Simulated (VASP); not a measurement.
# LiNbO3 in VASP: single point with PBE

Aim: the single point of LiNbO3 with PBE.

All numbers are computed with VASP 6.6.1; they aren't measurements. Logs are shortened: lines on timing, memory, paths and dates and some standing lists are left out, and cuts for length are marked.

## (1) The cell of the first run

The typed cell holds 10 atoms: a = 5.369 Å, b = 5.369 Å, c = 5.616 Å, α = 61.44°, β = 118.56°, γ = 120.00°.

## (2) Single point, PBE

INCAR

```
SYSTEM = LiNbO3
  PREC = Accurate
  ENCUT = 520
  EDIFF = 1E-6
  ISMEAR = -1
  SIGMA = 0.1
  LREAL = .FALSE.
  LASPH = .TRUE.
  NELM = 60
  ALGO = Normal
  ISIF = 2
  LWAVE = .FALSE.
  LCHARG = .TRUE.
  GGA = PE
  LELF = .TRUE.
  LVHAR = .TRUE.
  NBANDS = 45
```

KPOINTS

```
regular mesh
0
G
  4 4 4
  0 0 0
```

POSCAR

```
LiNbO3
1.0
    5.3692450000      0.0000000000      0.0000000000
   -2.6846230000      4.6499060000      0.0000000000
   -2.6846230000      1.5499690000      4.6826980000
Li Nb O
2 2 6
Direct
    0.2500000000      0.7500000000      0.7500000000
    0.7500000000      0.2500000000      0.2500000000
    0.0000000000      0.0000000000      0.0000000000
    0.5000000000      0.5000000000      0.5000000000
    0.1431000000      0.2500000000      0.2499000000
    0.7500000000      0.6432000000      0.2499000000
    0.3568000000      0.8569000000      0.2499000000
    0.8569000000      0.7500000000      0.7501000000
    0.2500000000      0.3568000000      0.7501000000
    0.6432000000      0.1431000000      0.7501000000
```

Potentials or basis: VASP PAW PBE potentials, release 64 (Li_sv, Nb_sv, O).

Command:

```sh
cat potpaw_PBE.64/Li_sv/POTCAR potpaw_PBE.64/Nb_sv/POTCAR potpaw_PBE.64/O/POTCAR > POTCAR
mpirun -np 1 vasp_std > vasp.out
```

OUTCAR:

```text
SYSTEM = LiNbO3
   PREC = Accurate
   ENCUT = 520
   EDIFF = 1E-6
   ISMEAR = -1
   LREAL = .FALSE.
   LASPH = .TRUE.
   NELM = 60
   ISIF = 2
   GGA = PE

 ion  position               nearest neighbor table
   1  0.250  0.750  0.750-   8 2.11  10 2.11   9 2.11
   2  0.750  0.250  0.250-   5 2.11   7 2.11   6 2.11
   3  0.000  0.000  0.000-   7 2.02  10 2.02   9 2.02   6 2.02   5 2.02   8 2.02
   4  0.500  0.500  0.500-   6 2.03   9 2.03   7 2.03  10 2.03   5 2.03   8 2.03
   5  0.143  0.250  0.250-   3 2.02   4 2.03   2 2.11
   6  0.750  0.643  0.250-   3 2.02   4 2.03   2 2.11
   7  0.357  0.857  0.250-   3 2.02   4 2.03   2 2.11
   8  0.857  0.750  0.750-   3 2.02   4 2.03   1 2.11
   9  0.250  0.357  0.750-   3 2.02   4 2.03   1 2.11
  10  0.643  0.143  0.750-   3 2.02   4 2.03   1 2.11

  LATTYP: Found a trigonal (rhomboedric) cell.
 ALAT       =     5.6158049389
 COS(alpha) =     0.5429403257

  Lattice vectors:

 A1 = (  -2.6846230000,   1.5499690000,   4.6826980000)
 A2 = (  -0.0000000000,  -3.0999370000,   4.6826980000)
 A3 = (   2.6846220000,   1.5499690000,   4.6826980000)

Analysis of symmetry for initial positions (statically):
=====================================================================
 Subroutine PRICEL returns:
 Original cell was already a primitive cell.

 Routine SETGRP: Setting up the symmetry group for a
 trigonal (rhombohedral) supercell.

 Subroutine GETGRP returns: Found  6 space group operations
 (whereof  6 operations were pure point group operations)
 out of a pool of 12 trial point group operations.

The static configuration has the point symmetry S_6 .

Analysis of symmetry for dynamics (positions and initial velocities):
=====================================================================
 Subroutine PRICEL returns:
 Original cell was already a primitive cell.

 Routine SETGRP: Setting up the symmetry group for a
 trigonal (rhombohedral) supercell.

 Subroutine GETGRP returns: Found  6 space group operations
 (whereof  6 operations were pure point group operations)
 out of a pool of 12 trial point group operations.

The dynamic configuration has the point symmetry S_6 .

 Subroutine INISYM returns: Found  6 space group operations
 (whereof  6 operations are pure point group operations),
 and found     1 'primitive' translations

----------------------------------------------------------------------------------------

                                     Primitive cell

  volume of cell :     116.9105

  direct lattice vectors                    reciprocal lattice vectors
     5.369245000  0.000000000  0.000000000     0.186245925  0.107529075  0.071184040
    -2.684623000  4.649906000  0.000000000     0.000000000  0.215058111 -0.071184049
    -2.684623000  1.549969000  4.682698000     0.000000000  0.000000000  0.213552102

  length of vectors
     5.369245000  5.369248221  5.615804939     0.226533031  0.226532911  0.213552102

  position of ions in fractional coordinates (direct lattice)
     0.250000000  0.750000000  0.750000000
     0.750000000  0.250000000  0.250000000
     0.000000000  0.000000000  0.000000000
     0.500000000  0.500000000  0.500000000
     0.143100000  0.250000000  0.249900000
     0.750000000  0.643200000  0.249900000
     0.356800000  0.856900000  0.249900000
     0.856900000  0.750000000  0.750100000
     0.250000000  0.356800000  0.750100000
     0.643200000  0.143100000  0.750100000

  ion indices of the primitive-cell ions
   primitive index   ion index
                 1           1
                 2           2
                 3           3
                 4           4
                 5           5
                 6           6
                 7           7
                 8           8
                 9           9
                10          10

----------------------------------------------------------------------------------------

 KPOINTS: regular mesh

Automatic generation of k-mesh.
 Grid dimensions read from file:
 generate k-points for:    4    4    4

 Generating k-lattice:

  Cartesian coordinates                     Fractional coordinates (reciprocal lattice)
     0.046561481  0.026882269  0.017796010     0.250000000  0.000000000  0.000000000
     0.000000000  0.053764528 -0.017796012     0.000000000  0.250000000  0.000000000
     0.000000000  0.000000000  0.053388025     0.000000000  0.000000000  0.250000000

  Length of vectors
     0.056633258  0.056633228  0.053388025

  Shift w.r.t. Gamma in fractional coordinates (k-lattice)
     0.000000000  0.000000000  0.000000000

 Subroutine IBZKPT returns following result:
 ===========================================

 Found     14 irreducible k-points:

 Following reciprocal coordinates:
            Coordinates               Weight
  0.000000  0.000000  0.000000      1.000000
  0.250000  0.000000 -0.000000      6.000000
  0.500000  0.000000 -0.000000      3.000000
  0.250000  0.250000 -0.000000      6.000000
  0.500000  0.250000 -0.000000      6.000000
  0.250000  0.500000 -0.000000      6.000000
 -0.250000  0.250000  0.000000      6.000000
  0.500000  0.500000 -0.000000      3.000000
  0.000000  0.000000  0.250000      2.000000
  0.250000  0.000000  0.250000      6.000000
  0.500000  0.000000  0.250000      6.000000
  0.250000  0.500000  0.250000      6.000000
  0.250000 -0.250000  0.250000      6.000000
  0.000000  0.000000  0.500000      1.000000
   k-points           NKPTS =     14   k-points in BZ     NKDIM =     14   number of bands    NBANDS=     45
   number of dos      NEDOS =    301   number of ions     NIONS =     10
   total plane-waves  NPLWV =  67200
   dimension x,y,z NGX =    40 NGY =   40 NGZ =   42
   dimension x,y,z NGXF=    80 NGYF=   80 NGZF=   84
   ions per type =               2   2   6
   NGX,Y,Z   is equivalent  to a cutoff of  12.39, 12.39, 12.43 a.u.
   NGXF,Y,Z  is equivalent  to a cutoff of  24.77, 24.77, 24.87 a.u.
 SYSTEM =  LiNbO3
   PREC   = accura    normal or accurate (medium, high low for compatibility)
   ISTART =      0    job   : 0-new  1-cont  2-samecut
   ICHARG =      2    charge: 1-file 2-atom 10-const
   ISPIN  =      1    spin polarized calculation?
   LNONCOLLINEAR =      F non collinear calculations
   LSORBIT =      F    spin-orbit coupling
   LASPH  =      T    aspherical Exc in radial PAW
   ENCUT  =  520.0 eV  38.22 Ry    6.18 a.u.   9.98  9.98 10.44*2*pi/ulx,y,z
   NELM   =     60;   NELMIN=  2; NELMDL= -5     # of ELM steps
   EDIFF  = 0.1E-05   stopping-criterion for ELM
   LREAL  =      F    real-space projection
   EDIFFG = 0.1E-04   stopping-criterion for IOM
   NSW    =      0    number of steps for IOM
   IBRION =     -1    ionic relax: 0-MD 1-quasi-New 2-CG
   NFREE  =      0    steps in history (QN), initial steepest desc. (CG)
   ISIF   =      2    stress and relaxation
   ISYM   =      2    0-nonsym 1-usesym 2-fastsym
   POTIM  = 0.5000    time-step for ionic-motion
   TEBEG  =    0.0;   TEEND  =   0.0 temperature during run
   PSTRESS=    0.0 pullay stress
   NELECT =      68.0000    total number of electrons
   NUPDOWN=      -1.0000    fix difference up-down
   EMIN   =  10.00;   EMAX   =-10.00  energy-range for DOS
   EFERMI =   0.00;   METHOD = LEGACY
   ISMEAR =    -1;   SIGMA  =   0.10  broadening in eV -4-tet -1-fermi 0-gaus
   EFERMI_NEDOS =   21; number of points for ismear=-14 and -15
   IALGO  =     38    algorithm
   IMIX   =      4    mixing-type and parameters
     AMIX     =   0.40;   BMIX     =  1.00
     AMIX_MAG =   1.60;   BMIX_MAG =  1.00
  volume/ion in A,a.u.               =      11.69        78.90
  Fermi-wavevector in a.u.,A,eV,Ry     =   1.366553  2.582412 25.408449  1.867468
  Thomas-Fermi vector in A             =   2.492684
   LORBIT       =      0    0 simple, 1 ext, 2 COOP (PROOUT), +10 PAW based schemes
   GGA     = PE    functional components
   LHFCALC =     F    Hartree Fock is set to
   AEXX    =    0.0000 exact exchange contribution
   IVDW    =     0    specifies the selected vdW correction
   LEPSILON=     F    determine dielectric tensor
   LRPA    =     F    only Hartree local field effects (RPA)
 non-spin polarized calculation
  energy-cutoff  :      520.00
  volume of cell :      116.91
 maximum number of plane-waves:      3163
   NGX = 19   NGY = 19   NGZ = 21

 number of electron      67.9999978 magnetization

 Free energy of the ion-electron system (eV)
  ---------------------------------------------------
  ext. energy  EPLUGINS =         0.00000000
  ---------------------------------------------------
  free energy    TOTEN  =       -79.49702716 eV

  energy without entropy =      -79.49701213  energy(sigma->0) =      -79.49701965

 E-fermi :   4.1684     XC(G=0): -10.3058

 val. band max:        2.9331982294   @ k =   0.2500   0.0000  -0.0000
 cond. band min:       5.2373621398   @ k =   0.5000   0.5000  -0.0000
 fundamental gap:      2.3041639104
 Fermi energy:         4.1683924732

 k-point     1 :       0.0000    0.0000    0.0000
  band No.  band energies     occupation
      1     -51.7891      2.00000
      2     -51.7779      2.00000
      3     -40.4841      2.00000
      4     -40.4829      2.00000
      5     -27.9180      2.00000
      6     -27.9180      2.00000
[... 37 lines left out ...]
     44      13.0832      0.00000
     45      13.2935      0.00000

 k-point     2 :       0.2500    0.0000   -0.0000
  band No.  band energies     occupation
      1     -51.7879      2.00000
      2     -51.7791      2.00000
      3     -40.4839      2.00000
      4     -40.4831      2.00000
      5     -27.9009      2.00000
      6     -27.9003      2.00000
[... 37 lines left out ...]
     44      12.5037      0.00000
     45      12.5882      0.00000

 k-point     3 :       0.5000    0.0000   -0.0000
  band No.  band energies     occupation
      1     -51.7862      2.00000
      2     -51.7807      2.00000
      3     -40.4835      2.00000
      4     -40.4835      2.00000
      5     -27.8600      2.00000
      6     -27.8586      2.00000
[... 37 lines left out ...]
     44      11.0988      0.00000
     45      12.1398      0.00000

 k-point     4 :       0.2500    0.2500   -0.0000
  band No.  band energies     occupation
      1     -51.7866      2.00000
      2     -51.7803      2.00000
      3     -40.4837      2.00000
      4     -40.4833      2.00000
      5     -27.9185      2.00000
      6     -27.8611      2.00000
[... 421 lines left out ...]
     44      11.5855      0.00000
     45      12.4467      0.00000

 k-point    13 :       0.2500   -0.2500    0.2500
  band No.  band energies     occupation
      1     -51.7864      2.00000
      2     -51.7805      2.00000
      3     -40.4836      2.00000
      4     -40.4834      2.00000
      5     -27.9048      2.00000
      6     -27.9020      2.00000
[... 37 lines left out ...]
     44      11.8156      0.00000
     45      12.2069      0.00000

 k-point    14 :       0.0000    0.0000    0.5000
  band No.  band energies     occupation
      1     -51.7862      2.00000
      2     -51.7807      2.00000
      3     -40.4835      2.00000
      4     -40.4835      2.00000
      5     -27.8584      2.00000
      6     -27.8584      2.00000
[... 37 lines left out ...]
     44      11.4020      0.00000
     45      11.4059      0.00000

------------------------ aborting loop because EDIFF is reached ----------------------------------------

  FORCE on cell =-STRESS in cart. coord.  units (eV):
  Direction    XX          YY          ZZ          XY          YZ          ZX
  --------------------------------------------------------------------------------------
  -------------------------------------------------------------------------------------
  Total       -7.2574312     -7.2574419     -6.8739141      0.0000007     -0.0000005      0.0000005
  in kB      -99.4580561    -99.4582028    -94.2022196      0.0000096     -0.0000067      0.0000067
  external PRESSURE =     -97.7061595 kB  Pullay stress =       0.0000000 kB

 VOLUME and BASIS-vectors are now :
 -----------------------------------------------------------------------------
  energy-cutoff  :      520.00
  volume of cell :      116.91
      direct lattice vectors                 reciprocal lattice vectors
     5.369245000  0.000000000  0.000000000     0.186245925  0.107529075  0.071184040
    -2.684623000  4.649906000  0.000000000     0.000000000  0.215058111 -0.071184049
    -2.684623000  1.549969000  4.682698000     0.000000000  0.000000000  0.213552102

 POSITION                                       TOTAL-FORCE (eV/Angst)
 -----------------------------------------------------------------------------------
     -2.68462      4.64991      3.51202        -0.000000      0.000000      0.001084
      2.68462      1.54997      1.17067         0.000000     -0.000000     -0.001084
      0.00000      0.00000      0.00000        -0.000000     -0.000000      0.000000
     -0.00000      3.09994      2.34135        -0.000000     -0.000000      0.000000
     -0.57370      1.54981      1.17021         0.078008      0.010470      0.011271
      1.62930      3.37816      1.17021        -0.048072      0.062322      0.011271
     -1.05559      4.37184      1.17021        -0.029937     -0.072792      0.011271
      0.57370      4.65006      3.51249        -0.078008     -0.010470     -0.011271
     -1.62930      2.82172      3.51249         0.048072     -0.062322     -0.011271
      1.05559      1.82803      3.51249         0.029937      0.072792     -0.011271
 -----------------------------------------------------------------------------------
    total drift:                               -0.000000     -0.000000      0.000000

  FREE ENERGIE OF THE ION-ELECTRON SYSTEM (eV)
  ---------------------------------------------------
  free  energy   TOTEN  =       -79.4970271640 eV

  energy  without entropy=      -79.4970121299  energy(sigma->0) =      -79.49701965
```

Wall time 2.6 min (1 thread of Intel Xeon 8259CL, shared host); peak memory 0.28 GiB.

What came out:

- Free energy: -79.4970 eV
- Largest force: 0.080 eV/Å
- Band gap on the k mesh: 2.30 eV (least direct gap 2.39 eV)

Forces in eV/Å, atoms in the order of the input:
```
Li   0.000  0.000  0.001
Li   0.000  0.000 -0.001
Nb   0.000  0.000  0.000
Nb   0.000  0.000  0.000
O    0.078  0.010  0.011
O   -0.048  0.062  0.011
O   -0.030 -0.073  0.011
O   -0.078 -0.010 -0.011
O    0.048 -0.062 -0.011
O    0.030  0.073 -0.011
```

Caveat: the cutoff is under 1.25 times the usual one of these potentials, so pressure, stress and relaxed cells hold a basis-set (Pulay) error. As with any semilocal functional, this PBE gap is likely too small.
